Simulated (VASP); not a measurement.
# Ge (P6_3/mmc) in VASP: notebook, part 2 of 2

VASP 6.6.1. The steps go on from the part before.

## (3) Single point, PBEsol (23.29 Å³/atom)

This run uses another cell than the first one, of 23.29 Å³/atom.

File INCAR:

```
SYSTEM = Ge
ALGO = Normal
EDIFF = 1E-7
ENCUT = 520
GGA = PS
ISIF = 2
ISMEAR = -1
LASPH = .True.
LCHARG = .False.
LREAL = .False.
LWAVE = .False.
NBANDS = 36
NELM = 60
PREC = Accurate
SIGMA = 0.05
```

File KPOINTS:

```
k-points
0
Gamma
  11 11 6
  0 0 0
```

File POSCAR:

```
Ge
1.0
    4.0240606931      0.0000000000      0.0000000000
   -2.0120303466      3.4849387866      0.0000000000
    0.0000000000      0.0000000000      6.6430837134
Ge
4
Direct
    0.6666666667      0.3333333333      0.0629012500
    0.3333333333      0.6666666667      0.5629012500
    0.6666666667      0.3333333333      0.4370987500
    0.3333333333      0.6666666667      0.9370987500
```

Potentials or basis: VASP PAW PBE potentials, release 64 (Ge_d).

The run is started by

```sh
$ cat potpaw_PBE.64/Ge_d/POTCAR > POTCAR
$ mpirun -np 1 vasp_std > vasp.out
```

OUTCAR:

```text
SYSTEM = Ge
   EDIFF = 1E-7
   ENCUT = 520
   GGA = PS
   ISIF = 2
   ISMEAR = -1
   LASPH = .True.
   LREAL = .False.
   NELM = 60
   PREC = Accurate

 ion  position               nearest neighbor table
   1  0.667  0.333  0.063-   4 2.47   4 2.47   4 2.47   3 2.49
   2  0.333  0.667  0.563-   3 2.47   3 2.47   3 2.47   4 2.49
   3  0.667  0.333  0.437-   2 2.47   2 2.47   2 2.47   1 2.49
   4  0.333  0.667  0.937-   1 2.47   1 2.47   1 2.47   2 2.49

  LATTYP: Found a hexagonal cell.
 ALAT       =     4.0240606931
 C/A-ratio  =     1.6508408347

  Lattice vectors:

 A1 = (   4.0240606931,   0.0000000000,   0.0000000000)
 A2 = (  -2.0120303466,   3.4849387866,   0.0000000000)
 A3 = (   0.0000000000,   0.0000000000,   6.6430837134)

Analysis of symmetry for initial positions (statically):
=====================================================================
 Subroutine PRICEL returns:
 Original cell was already a primitive cell.

 Routine SETGRP: Setting up the symmetry group for a
 hexagonal supercell.

 Subroutine GETGRP returns: Found 24 space group operations
 (whereof 12 operations were pure point group operations)
 out of a pool of 24 trial point group operations.

The static configuration has the point symmetry D_3d.
 The point group associated with its full space group is D_6h.

Analysis of symmetry for dynamics (positions and initial velocities):
=====================================================================
 Subroutine PRICEL returns:
 Original cell was already a primitive cell.

 Routine SETGRP: Setting up the symmetry group for a
 hexagonal supercell.

 Subroutine GETGRP returns: Found 24 space group operations
 (whereof 12 operations were pure point group operations)
 out of a pool of 24 trial point group operations.

The dynamic configuration has the point symmetry D_3d.
 The point group associated with its full space group is D_6h.

 Subroutine INISYM returns: Found 24 space group operations
 (whereof 12 operations are pure point group operations),
 and found     1 'primitive' translations

----------------------------------------------------------------------------------------

                                     Primitive cell

  volume of cell :      93.1600

  direct lattice vectors                    reciprocal lattice vectors
     4.024060693  0.000000000  0.000000000     0.248505198  0.143474543  0.000000000
    -2.012030347  3.484938787  0.000000000     0.000000000  0.286949086  0.000000000
     0.000000000  0.000000000  6.643083713     0.000000000  0.000000000  0.150532500

  length of vectors
     4.024060693  4.024060693  6.643083713     0.286949086  0.286949086  0.150532500

  position of ions in fractional coordinates (direct lattice)
     0.666666667  0.333333333  0.062901250
     0.333333333  0.666666667  0.562901250
     0.666666667  0.333333333  0.437098750
     0.333333333  0.666666667  0.937098750

  ion indices of the primitive-cell ions
   primitive index   ion index
                 1           1
                 2           2
                 3           3
                 4           4

----------------------------------------------------------------------------------------

 KPOINTS: k-points

Automatic generation of k-mesh.
 Grid dimensions read from file:
 generate k-points for:   11   11    6

 Generating k-lattice:

  Cartesian coordinates                     Fractional coordinates (reciprocal lattice)
     0.022591382  0.013043140  0.000000000     0.090909091  0.000000000  0.000000000
     0.000000000  0.026086281  0.000000000     0.000000000  0.090909091  0.000000000
     0.000000000  0.000000000  0.025088750     0.000000000  0.000000000  0.166666667

  Length of vectors
     0.026086281  0.026086281  0.025088750

  Shift w.r.t. Gamma in fractional coordinates (k-lattice)
     0.000000000  0.000000000  0.000000000

 Subroutine IBZKPT returns following result:
 ===========================================

 Found     64 irreducible k-points:

 Following reciprocal coordinates:
            Coordinates               Weight
  0.000000  0.000000  0.000000      1.000000
  0.090909  0.000000  0.000000      6.000000
  0.181818  0.000000  0.000000      6.000000
  0.272727  0.000000  0.000000      6.000000
  0.363636  0.000000  0.000000      6.000000
  0.454545  0.000000  0.000000      6.000000
[... 16 lines left out ...]
  0.090909  0.090909  0.166667     12.000000
  0.181818  0.090909  0.166667     24.000000
 [... further k-points ...]
   k-points           NKPTS =     64   k-points in BZ     NKDIM =     64   number of bands    NBANDS=     36
   number of dos      NEDOS =    301   number of ions     NIONS =      4
   total plane-waves  NPLWV =  45000
   dimension x,y,z NGX =    30 NGY =   30 NGZ =   50
   dimension x,y,z NGXF=    60 NGYF=   60 NGZF=  100
   ions per type =               4
   NGX,Y,Z   is equivalent  to a cutoff of  12.39, 12.39, 12.51 a.u.
   NGXF,Y,Z  is equivalent  to a cutoff of  24.79, 24.79, 25.03 a.u.
 SYSTEM =  Ge
   PREC   = accura    normal or accurate (medium, high low for compatibility)
   ISTART =      0    job   : 0-new  1-cont  2-samecut
   ICHARG =      2    charge: 1-file 2-atom 10-const
   ISPIN  =      1    spin polarized calculation?
   LNONCOLLINEAR =      F non collinear calculations
   LSORBIT =      F    spin-orbit coupling
   LASPH  =      T    aspherical Exc in radial PAW
   ENCUT  =  520.0 eV  38.22 Ry    6.18 a.u.   7.48  7.48 12.35*2*pi/ulx,y,z
   NELM   =     60;   NELMIN=  2; NELMDL= -5     # of ELM steps
   EDIFF  = 0.1E-06   stopping-criterion for ELM
   LREAL  =      F    real-space projection
   EDIFFG = 0.1E-05   stopping-criterion for IOM
   NSW    =      0    number of steps for IOM
   IBRION =     -1    ionic relax: 0-MD 1-quasi-New 2-CG
   NFREE  =      0    steps in history (QN), initial steepest desc. (CG)
   ISIF   =      2    stress and relaxation
   ISYM   =      2    0-nonsym 1-usesym 2-fastsym
   POTIM  = 0.5000    time-step for ionic-motion
   TEBEG  =    0.0;   TEEND  =   0.0 temperature during run
   PSTRESS=    0.0 pullay stress
   NELECT =      56.0000    total number of electrons
   NUPDOWN=      -1.0000    fix difference up-down
   EMIN   =  10.00;   EMAX   =-10.00  energy-range for DOS
   EFERMI =   0.00;   METHOD = LEGACY
   ISMEAR =    -1;   SIGMA  =   0.05  broadening in eV -4-tet -1-fermi 0-gaus
   EFERMI_NEDOS =   21; number of points for ismear=-14 and -15
   IALGO  =     38    algorithm
   IMIX   =      4    mixing-type and parameters
     AMIX     =   0.40;   BMIX     =  1.00
     AMIX_MAG =   1.60;   BMIX_MAG =  1.00
  volume/ion in A,a.u.               =      23.29       157.17
  Fermi-wavevector in a.u.,A,eV,Ry     =   1.381638  2.610918 25.972494  1.908924
  Thomas-Fermi vector in A             =   2.506404
   LORBIT       =      0    0 simple, 1 ext, 2 COOP (PROOUT), +10 PAW based schemes
   GGA     = PS    functional components
   LHFCALC =     F    Hartree Fock is set to
   AEXX    =    0.0000 exact exchange contribution
   IVDW    =     0    specifies the selected vdW correction
   LEPSILON=     F    determine dielectric tensor
   LRPA    =     F    only Hartree local field effects (RPA)
 non-spin polarized calculation
  energy-cutoff  :      520.00
  volume of cell :       93.16
 maximum number of plane-waves:      2539
 NGX is ok and might be reduce to    30
   NGX = 15   NGY = 15   NGZ = 25

 number of electron      56.0000030 magnetization

 Free energy of the ion-electron system (eV)
  ---------------------------------------------------
  ext. energy  EPLUGINS =         0.00000000
  ---------------------------------------------------
  free energy    TOTEN  =       -19.67606080 eV

  energy without entropy =      -19.67483069  energy(sigma->0) =      -19.67544574

 E-fermi :   4.6431     XC(G=0):  -9.9894

 val. band max:        4.5835875225   @ k =   0.0000   0.0000   0.1667
 cond. band min:       4.7564977497   @ k =   0.0000   0.0000   0.0000
 fundamental gap:      0.1729102273
 Fermi energy:         4.6431449649

 k-point     1 :       0.0000    0.0000    0.0000
  band No.  band energies     occupation
      1     -20.1726      2.00000
      2     -20.1726      2.00000
      3     -20.1364      2.00000
      4     -20.1364      2.00000
      5     -20.1360      2.00000
      6     -20.1234      2.00000
[... 28 lines left out ...]
     35       9.1372      0.00000
     36      10.5498      0.00000
[... 866 lines left out ...]
      6     -20.1047      2.00000
[... 28 lines left out ...]
     35      10.7292      0.00000
     36      11.3694      0.00000

 [... further k-points ...]
[... 5 lines left out ...]
  --------------------------------------------------------------------------------------
  -------------------------------------------------------------------------------------
  Total       -0.7849023     -0.7849023     -0.8549974      0.0000000     -0.0000000      0.0000000
  in kB      -13.4988497    -13.4988497    -14.7043549      0.0000000     -0.0000000      0.0000000
  external PRESSURE =     -13.9006847 kB  Pullay stress =       0.0000000 kB

 VOLUME and BASIS-vectors are now :
 -----------------------------------------------------------------------------
  energy-cutoff  :      520.00
  volume of cell :       93.16
      direct lattice vectors                 reciprocal lattice vectors
     4.024060693  0.000000000  0.000000000     0.248505198  0.143474543  0.000000000
    -2.012030347  3.484938787  0.000000000     0.000000000  0.286949086  0.000000000
     0.000000000  0.000000000  6.643083713     0.000000000  0.000000000  0.150532500

 POSITION                                       TOTAL-FORCE (eV/Angst)
 -----------------------------------------------------------------------------------
      2.01203      1.16165      0.41786         0.000000      0.000000     -0.005843
     -0.00000      2.32329      3.73940        -0.000000     -0.000000     -0.005843
      2.01203      1.16165      2.90368         0.000000      0.000000      0.005843
     -0.00000      2.32329      6.22523        -0.000000     -0.000000      0.005843
 -----------------------------------------------------------------------------------
    total drift:                               -0.000000      0.000000      0.000000

  FREE ENERGIE OF THE ION-ELECTRON SYSTEM (eV)
  ---------------------------------------------------
  free  energy   TOTEN  =       -19.6760607988 eV

  energy  without entropy=      -19.6748306879  energy(sigma->0) =      -19.67544574
```

OSZICAR:

```text
N       E                     dE             d eps       ncg     rms          rms(c)
DAV:   1     0.495715476142E+03    0.49572E+03   -0.28194E+04  5304   0.425E+03
DAV:   2     0.667026080468E+02   -0.42901E+03   -0.41817E+03  4608   0.801E+02
DAV:   3    -0.152345938734E+02   -0.81937E+02   -0.80872E+02  5064   0.208E+02
DAV:   4    -0.198639874521E+02   -0.46294E+01   -0.46123E+01  5388   0.571E+01
DAV:   5    -0.199591330698E+02   -0.95146E-01   -0.95116E-01  5168   0.914E+00    0.446E+00
DAV:   6    -0.197667939587E+02    0.19234E+00   -0.97542E-02  5704   0.287E+00    0.253E+00
DAV:   7    -0.196732902446E+02    0.93504E-01   -0.12937E-01  4948   0.269E+00    0.203E-01
DAV:   8    -0.196754813065E+02   -0.21911E-02   -0.15377E-02  5084   0.126E+00    0.104E-01
DAV:   9    -0.196759984995E+02   -0.51719E-03   -0.48537E-04  5376   0.145E-01    0.296E-02
DAV:  10    -0.196760533088E+02   -0.54809E-04   -0.10276E-04  5776   0.123E-01    0.771E-03
DAV:  11    -0.196760602859E+02   -0.69772E-05   -0.11432E-05  5040   0.193E-02    0.301E-03
DAV:  12    -0.196760608516E+02   -0.56563E-06   -0.83191E-07  4464   0.712E-03    0.730E-04
DAV:  13    -0.196760607988E+02    0.52756E-07   -0.84947E-08  3440   0.296E-03
   1 F= -.19676061E+02 E0= -.19675446E+02  d E =-.123011E-02
```

stdout:

```text
POSCAR found type information on POSCAR Ge
 POSCAR found :  1 types and       4 ions
 scaLAPACK will be used
 -----------------------------------------------------------------------------
|                                                                             |
|                                                                             |
|     You enforced a specific xc type in the INCAR file but a different       |
|     I HOPE YOU KNOW WHAT YOU ARE DOING!                                     |
|                                                                             |
 -----------------------------------------------------------------------------

 LDA part: xc-table for (Slater+PW92), standard interpolation
 POSCAR, INCAR and KPOINTS ok, starting setup
 FFT: planning ... GRIDC
 FFT: planning ... GRID_SOFT
 FFT: planning ... GRID
 WAVECAR not read
 entering main loop
```

Wall time 3.3 min (1 thread of Intel Xeon Platinum 8259CL at 2.50GHz (Skylake/Cascade Lake), shared host); peak memory 0.29 GiB.

What came out:

| Item | Value |
| --- | --- |
| Free energy | -19.6761 eV |
| Pressure | -1.4 GPa |
| Largest force | 0.006 eV/Å |
| Band gap on the k mesh | zero (filled and empty bands touch) |

Forces on the atoms (eV/Å):
```
Ge   0.000  0.000 -0.006
Ge   0.000  0.000 -0.006
Ge   0.000  0.000  0.006
Ge   0.000  0.000  0.006
```

Stress tensor (GPa, compression positive):
```
-1.35  0.00  0.00
 0.00 -1.35  0.00
 0.00  0.00 -1.47
```

Levels at points of the mesh, in eV from the Fermi level:
| k point | band 24 | band 25 | band 26 | band 27 | band 28 | band 29 | band 30 | band 31 | band 32 | band 33 |
| --- | --- | --- | --- | --- | --- | --- | --- | --- | --- | --- |
| (0.00, 0.00, 0.00) | -1.45 | -1.45 | -0.22 | -0.19 | -0.16 | 0.11 | 0.11 | 2.24 | 2.24 | 2.71 |
| (0.00, 0.00, 0.50) | -4.80 | -0.84 | -0.84 | -0.84 | -0.84 | 0.57 | 0.57 | 3.33 | 3.33 | 3.33 |

Caveat: semilocal functionals underestimate gaps, so a narrow gap can read as zero; the PAW data sets were made with another functional, which shifts forces and pressure a little.

## (4) Single point, PBEsol (23.75 Å³/atom)

This run uses another cell than the first one, of 23.75 Å³/atom.

File INCAR:

```
PREC = Accurate ; ENCUT = 520
EDIFF = 1E-7 ; ISMEAR = -1
SIGMA = 0.05 ; LREAL = F
LASPH = T ; NELM = 60
ALGO = Normal ; ISIF = 2
LWAVE = F ; LCHARG = F
GGA = PS ; NBANDS = 36
```

File KPOINTS:

```
regular mesh
0
Gamma
  11 11 6
```

File POSCAR:

```
Ge
1.0
    4.0501916896      0.0000000000      0.0000000000
   -2.0250958448      3.5075688934      0.0000000000
    0.0000000000      0.0000000000      6.6862218294
Ge
4
Direct
    0.6666666667      0.3333333333      0.0629012500
    0.3333333333      0.6666666667      0.5629012500
    0.6666666667      0.3333333333      0.4370987500
    0.3333333333      0.6666666667      0.9370987500
```

The run is started by

```sh
$ cat potpaw_PBE.64/Ge_d/POTCAR > POTCAR
$ mpirun -np 1 vasp_std > vasp.out
```

It took 3.6 min on 1 thread of Intel Xeon Platinum 8259CL at 2.50GHz (Skylake/Cascade Lake), shared host; peak memory 0.3 GiB.

It converged, with:

* Free energy: -19.6540 eV
* Pressure: -2.5 GPa
* Largest force: 0.013 eV/Å
* Band gap on the k mesh: zero (filled and empty bands touch)

Forces in eV/Å, atoms in the order of the input:
```
Ge   0.000  0.000 -0.013
Ge   0.000  0.000 -0.013
Ge   0.000  0.000  0.013
Ge   0.000  0.000  0.013
```

Stress tensor (GPa, compression positive):
```
-2.49  0.00  0.00
 0.00 -2.49  0.00
 0.00  0.00 -2.61
```

Levels at points of the mesh, in eV from the Fermi level:
| k point | band 26 | band 27 | band 28 | band 29 | band 30 | band 31 |
| --- | --- | --- | --- | --- | --- | --- |
| (0.00, 0.00, 0.00) | -0.39 | -0.23 | -0.15 | 0.12 | 0.12 | 2.25 |
| (0.00, 0.00, 0.50) | -0.82 | -0.82 | -0.82 | 0.52 | 0.52 | 3.32 |

Caveat: semilocal functionals underestimate gaps, so a narrow gap can read as zero; the PAW data sets were made with another functional, which shifts forces and pressure a little.

## (5) Overview

```csv
cell,gap on the mesh (eV),pressure (GPa),largest force (eV/Å)
"a = 4.011, b = 4.011, c = 6.621 Å, angles 90.0, 90.0, 120.0°, 4 atoms",none,-0.8,-
"a = 4.024, b = 4.024, c = 6.643 Å, angles 90.0, 90.0, 120.0°, 4 atoms",none,-1.4,0.01
"a = 4.050, b = 4.050, c = 6.686 Å, angles 90.0, 90.0, 120.0°, 4 atoms",none,-2.5,0.01
```

Alike in all rows: task single point; level PBEsol; potentials or basis VASP PAW PBE potentials, release 64 (Ge_d); no spin polarisation; k mesh 11 × 11 × 6; cutoff (eV) 520; smearing fermi-dirac 0.05 eV.

Caveats: semilocal functionals underestimate gaps, so a narrow gap can read as zero; the PAW data sets were made with another functional, which shifts forces and pressure a little.

Total energies depend on the potentials used, so only differences within one code and one set of settings carry meaning.
